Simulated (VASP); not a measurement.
# LuH2 (Fm-3m) in VASP: notebook, part 3 of 3

VASP 6.6.1. Earlier steps stand in the parts before.

## 7. Relaxation of cell and atoms, BLYP+D3(BJ)

This run uses another cell than the first one, of 10.62 Å³/atom.

INCAR

```
PREC     = Accurate       # precision mode
ENCUT    = 600            # plane-wave cutoff, eV
EDIFF    = 1E-7           # SCF threshold, eV
ISMEAR   = 0              # smearing method
SIGMA    = 0.1            # smearing width, eV
LREAL    = F              # projectors in reciprocal space
LASPH    = T              # aspherical terms in the spheres
NELM     = 60             # most SCF steps
ALGO     = Normal         # electronic algorithm
ISIF     = 3              # what is computed and relaxed
LWAVE    = F              # write WAVECAR
LCHARG   = F              # write CHGCAR
GGA      = B5             # functional
ALDAX    = 1.0          
AGGAX    = 1.0          
AGGAC    = 1.0          
ALDAC    = 0.0          
IVDW     = 12             # dispersion correction
VDW_S6   = 1.0          
VDW_S8   = 2.6996       
VDW_A1   = 0.4298       
VDW_A2   = 4.2359       
IBRION   = 2              # ionic algorithm
NSW      = 80             # ionic steps
EDIFFG   = -0.01          # ionic threshold
```

KPOINTS

```
Automatic mesh
0
Gamma
  11 11 11
```

POSCAR

```
LuH2
1.0
    0.0000000000      2.5165000000      2.5165000000
    2.5165000000      0.0000000000      2.5165000000
    2.5165000000      2.5165000000      0.0000000000
Lu H
1 2
Direct
    0.0000000000      0.0000000000      0.0000000000
    0.2500000000      0.2500000000      0.2500000000
    0.7500000000      0.7500000000      0.7500000000
```

Potentials or basis: VASP PAW PBE potentials, release 64 (Lu, H).

Started as:

```sh
$ cat potpaw_PBE.64/Lu/POTCAR potpaw_PBE.64/H/POTCAR > POTCAR
$ mpirun -np 1 vasp_std > vasp.out
```

OUTCAR:

```text
PREC = Accurate
   ENCUT = 600
   EDIFF = 1E-7
   ISMEAR = 0
   LREAL = F
   LASPH = T
   NELM = 60
   ISIF = 3
   GGA = B5
   IVDW = 12
   IBRION = 2
   NSW = 80
   EDIFFG = -0.01
 IVDW          = 12

 ion  position               nearest neighbor table
   1  0.000  0.000  0.000-   3 2.18   3 2.18   3 2.18   2 2.18   2 2.18   2 2.18   3 2.18   2 2.18

   2  0.250  0.250  0.250-   1 2.18   1 2.18   1 2.18   1 2.18
   3  0.750  0.750  0.750-   1 2.18   1 2.18   1 2.18   1 2.18

  LATTYP: Found a face centered cubic cell.
 ALAT       =     5.0330000000

  Lattice vectors:

 A1 = (   0.0000000000,   2.5165000000,   2.5165000000)
 A2 = (   2.5165000000,   0.0000000000,   2.5165000000)
 A3 = (   2.5165000000,   2.5165000000,   0.0000000000)

Analysis of symmetry for initial positions (statically):
=====================================================================
 Subroutine PRICEL returns:
 Original cell was already a primitive cell.

 Routine SETGRP: Setting up the symmetry group for a
 face centered cubic supercell.

 Subroutine GETGRP returns: Found 48 space group operations
 (whereof 48 operations were pure point group operations)
 out of a pool of 48 trial point group operations.

The static configuration has the point symmetry O_h .

Analysis of symmetry for dynamics (positions and initial velocities):
=====================================================================
 Subroutine PRICEL returns:
 Original cell was already a primitive cell.

 Routine SETGRP: Setting up the symmetry group for a
 face centered cubic supercell.

 Subroutine GETGRP returns: Found 48 space group operations
 (whereof 48 operations were pure point group operations)
 out of a pool of 48 trial point group operations.

The dynamic configuration has the point symmetry O_h .

 Subroutine INISYM returns: Found 48 space group operations
 (whereof 48 operations are pure point group operations),
 and found     1 'primitive' translations

----------------------------------------------------------------------------------------

                                     Primitive cell

  volume of cell :      31.8728

  direct lattice vectors                    reciprocal lattice vectors
     0.000000000  2.516500000  2.516500000    -0.198688655  0.198688655  0.198688655
     2.516500000  0.000000000  2.516500000     0.198688655 -0.198688655  0.198688655
     2.516500000  2.516500000  0.000000000     0.198688655  0.198688655 -0.198688655

  length of vectors
     3.558868430  3.558868430  3.558868430     0.344138845  0.344138845  0.344138845

  position of ions in fractional coordinates (direct lattice)
     0.000000000  0.000000000  0.000000000
     0.250000000  0.250000000  0.250000000
     0.750000000  0.750000000  0.750000000

  ion indices of the primitive-cell ions
   primitive index   ion index
                 1           1
                 2           2
                 3           3

----------------------------------------------------------------------------------------

 KPOINTS: Automatic mesh

Automatic generation of k-mesh.
 Grid dimensions read from file:
 generate k-points for:   11   11   11

 Generating k-lattice:

  Cartesian coordinates                     Fractional coordinates (reciprocal lattice)
    -0.018062605  0.018062605  0.018062605     0.090909091  0.000000000  0.000000000
     0.018062605 -0.018062605  0.018062605     0.000000000  0.090909091  0.000000000
     0.018062605  0.018062605 -0.018062605     0.000000000  0.000000000  0.090909091

  Length of vectors
     0.031285350  0.031285350  0.031285350

  Shift w.r.t. Gamma in fractional coordinates (k-lattice)
     0.000000000  0.000000000  0.000000000

 Subroutine IBZKPT returns following result:
 ===========================================

 Found     56 irreducible k-points:

 Following reciprocal coordinates:
            Coordinates               Weight
  0.000000  0.000000  0.000000      1.000000
  0.090909  0.000000  0.000000      8.000000
  0.181818  0.000000  0.000000      8.000000
  0.272727  0.000000  0.000000      8.000000
  0.363636  0.000000  0.000000      8.000000
  0.454545  0.000000  0.000000      8.000000
[... 16 lines left out ...]
 -0.272727  0.181818  0.000000     24.000000
 -0.181818  0.181818  0.000000     12.000000
 [... further k-points ...]
   k-points           NKPTS =     56   k-points in BZ     NKDIM =     56   number of bands    NBANDS=     17
   number of dos      NEDOS =    301   number of ions     NIONS =      3
   total plane-waves  NPLWV =  21952
   dimension x,y,z NGX =    28 NGY =   28 NGZ =   28
   dimension x,y,z NGXF=    56 NGYF=   56 NGZF=   56
   ions per type =               1   2
   NGX,Y,Z   is equivalent  to a cutoff of  13.08, 13.08, 13.08 a.u.
   NGXF,Y,Z  is equivalent  to a cutoff of  26.16, 26.16, 26.16 a.u.
 SYSTEM =  unknown system
   PREC   = accura    normal or accurate (medium, high low for compatibility)
   ISTART =      0    job   : 0-new  1-cont  2-samecut
   ICHARG =      2    charge: 1-file 2-atom 10-const
   ISPIN  =      1    spin polarized calculation?
   LNONCOLLINEAR =      F non collinear calculations
   LSORBIT =      F    spin-orbit coupling
   LASPH  =      T    aspherical Exc in radial PAW
   ENCUT  =  600.0 eV  44.10 Ry    6.64 a.u.   7.11  7.11  7.11*2*pi/ulx,y,z
   NELM   =     60;   NELMIN=  2; NELMDL= -5     # of ELM steps
   EDIFF  = 0.1E-06   stopping-criterion for ELM
   LREAL  =      F    real-space projection
   EDIFFG = -.1E-01   stopping-criterion for IOM
   NSW    =     80    number of steps for IOM
   IBRION =      2    ionic relax: 0-MD 1-quasi-New 2-CG
   NFREE  =      1    steps in history (QN), initial steepest desc. (CG)
   ISIF   =      3    stress and relaxation
   ISYM   =      2    0-nonsym 1-usesym 2-fastsym
   POTIM  = 0.5000    time-step for ionic-motion
   TEBEG  =    0.0;   TEEND  =   0.0 temperature during run
   PSTRESS=    0.0 pullay stress
   NELECT =      27.0000    total number of electrons
   NUPDOWN=      -1.0000    fix difference up-down
   EMIN   =  10.00;   EMAX   =-10.00  energy-range for DOS
   EFERMI =   0.00;   METHOD = LEGACY
   ISMEAR =     0;   SIGMA  =   0.10  broadening in eV -4-tet -1-fermi 0-gaus
   EFERMI_NEDOS =   21; number of points for ismear=-14 and -15
   IALGO  =     38    algorithm
   IMIX   =      4    mixing-type and parameters
     AMIX     =   0.40;   BMIX     =  1.00
     AMIX_MAG =   1.60;   BMIX_MAG =  1.00
  volume/ion in A,a.u.               =      10.62        71.70
  Fermi-wavevector in a.u.,A,eV,Ry     =   1.549016  2.927215 32.646494  2.399450
  Thomas-Fermi vector in A             =   2.653883
   LORBIT       =      0    0 simple, 1 ext, 2 COOP (PROOUT), +10 PAW based schemes
   GGA     = B5    functional components
   LHFCALC =     F    Hartree Fock is set to
   AEXX    =    0.0000 exact exchange contribution
   IVDW    =    12    specifies the selected vdW correction
   LEPSILON=     F    determine dielectric tensor
   LRPA    =     F    only Hartree local field effects (RPA)
 conjugate gradient relaxation of ions
 non-spin polarized calculation
 Gauss-broadening in eV      SIGMA  =   0.10
  energy-cutoff  :      600.00
  volume of cell :       31.87
 maximum number of plane-waves:      1074
   NGX = 15   NGY = 15   NGZ = 15

--------------------------------------- Ionic step        1  -------------------------------------------

 number of electron      27.0000002 magnetization

 Free energy of the ion-electron system (eV)
  ---------------------------------------------------
  ext. energy  EPLUGINS =         0.00000000
  ---------------------------------------------------
  free energy    TOTEN  =       -12.21056199 eV

  energy without entropy =      -12.20587380  energy(sigma->0) =      -12.20821790

------------------------ aborting loop because EDIFF is reached ----------------------------------------

 Edisp (eV)   -1.29095

 E8    (eV) :    -0.9515
[... 32 lines left out ...]
--------------------------------------- Ionic step        2  -------------------------------------------

 number of electron      26.9999997 magnetization

 E-fermi :   3.4090     XC(G=0): -10.6864

 val. band max:        3.3885929913   @ k =   0.4545   0.2727   0.0909
 cond. band min:       3.4947023392   @ k =  -0.4545   0.1818   0.0000
 fundamental gap:      0.1061093479
 Fermi energy:         3.4089604597

 k-point     1 :       0.0000    0.0000    0.0000
  band No.  band energies     occupation
      1     -52.5971      2.00000
      2     -23.3009      2.00000
      3     -23.3009      2.00000
      4     -23.3009      2.00000
      5      -6.1050      2.00000
      6      -1.9716      2.00000
[... 511 lines left out ...]
--------------------------------------- Ionic step        3  -------------------------------------------

 number of electron      26.9999997 magnetization

 Free energy of the ion-electron system (eV)
  ---------------------------------------------------
  ext. energy  EPLUGINS =         0.00000000
  ---------------------------------------------------
  free energy    TOTEN  =       -12.16417839 eV

  energy without entropy =      -12.15954470  energy(sigma->0) =      -12.16186154

 E-fermi :   3.4329     XC(G=0): -10.7197

 val. band max:        3.4129374929   @ k =  -0.2727   0.2727   0.0000
 cond. band min:       3.5191784850   @ k =  -0.4545   0.1818   0.0000
 fundamental gap:      0.1062409921
 Fermi energy:         3.4329216319

 k-point     1 :       0.0000    0.0000    0.0000
  band No.  band energies     occupation
      1     -52.5500      2.00000
      2     -23.2511      2.00000
      3     -23.2511      2.00000
      4     -23.2511      2.00000
      5      -6.1052      2.00000
      6      -1.9348      2.00000
[... 505 lines left out ...]
  FREE ENERGIE OF THE ION-ELECTRON SYSTEM (eV)
  ---------------------------------------------------
  free  energy   TOTEN  =       -13.5219856224 eV

  energy  without entropy=      -13.5173519328  energy(sigma->0) =      -13.51966878

 reached required accuracy - stopping structural energy minimisation
```

Run time: 1.7 min. Hardware: 1 thread of Intel Xeon Platinum 8488C (Sapphire Rapids), shared host; peak memory 0.23 GiB.

What came out:

- Free energy: -13.5220 eV
- Relaxed volume: 10.13 Å³/atom
- Relaxed cell: a = 3.502 Å, b = 3.502 Å, c = 3.502 Å, α = 60.00°, β = 60.00°, γ = 60.00°
- Space group after relaxing (to 0.1 Å): Fm-3m (No. 225)
- Energy gained by relaxing: 6.8 meV/atom
- Ionic steps: 3
- Pressure after relaxing: 0.0 GPa
- Band gap on the k mesh: zero (an odd number of electrons rules out a gap without spin polarisation)
- Dispersion energy per atom: -0.453 eV

The path:
```csv
step,energy change (eV),largest force (eV/Å),pressure (GPa),volume (Å³)
1,0.0000,0.0000,-4.28,31.87
2,-0.0201,0.0000,-0.64,30.58
3,-0.0205,0.0000,0.00,30.38
```

Final structure:
```xyz
3
Lattice="0.0000 2.4765 2.4765 2.4765 0.0000 2.4765 2.4765 2.4765 0.0000" Properties=species:S:1:pos:R:3 pbc="T T T"
Lu    0.0000    0.0000    0.0000
H     1.2382    1.2382    1.2382
H     3.7147    3.7147    3.7147
```

Levels at points of the mesh, in eV from the Fermi level:
| k point | band 10 | band 11 | band 12 | band 13 | band 14 | band 15 | band 16 | band 17 |
| --- | --- | --- | --- | --- | --- | --- | --- | --- |
| (0.00, 0.00, 0.00) | -4.90 | -4.90 | -4.90 | -0.87 | 1.37 | 1.37 | 1.37 | 4.20 |

Caveat: the PAW data sets were made with another functional, which shifts forces and pressure a little; spin-orbit coupling is left out, which moves the levels of the heavy elements; an odd number of electrons without spin polarisation forces a metal; a magnetic or distorted state may lie lower.

## 8. Summary

```tsv
task	level	cell	cutoff (eV)	gap on the mesh (eV)	pressure (GPa)	relaxed volume (Å³/atom)
single point	LDA	a = 3.472 Å, angles 60.0°, 3 atoms	520	none	0.7	-
single point	PBEsol+D3(BJ)	a = 3.470 Å, angles 60.0°, 3 atoms	520	none	0.4	-
single point	BLYP+D3(BJ)	a = 3.495 Å, angles 60.0°, 3 atoms	520	none	0.6	-
relaxation of cell and atoms	LDA	relaxed from a = 3.559 Å, angles 60.0°, 3 atoms	600	none	0.1	9.93
relaxation of cell and atoms	PBEsol+D3(BJ)	relaxed from a = 3.559 Å, angles 60.0°, 3 atoms	600	none	0.1	9.89
relaxation of cell and atoms	BLYP+D3(BJ)	relaxed from a = 3.559 Å, angles 60.0°, 3 atoms	600	none	0.0	10.13
```

Alike in all rows: potentials or basis VASP PAW PBE potentials, release 64 (Lu, H); no spin polarisation; k mesh 11 × 11 × 11; smearing gaussian 0.1 eV.

Caveats: the PAW data sets were made with another functional, which shifts forces and pressure a little; spin-orbit coupling is left out, which moves the levels of the heavy elements; an odd number of electrons without spin polarisation forces a metal; a magnetic or distorted state may lie lower.

Absolute energies hang on the potentials; compare differences alone.

The gap in the log of VASP goes by the Fermi energy; the results here count the filled bands.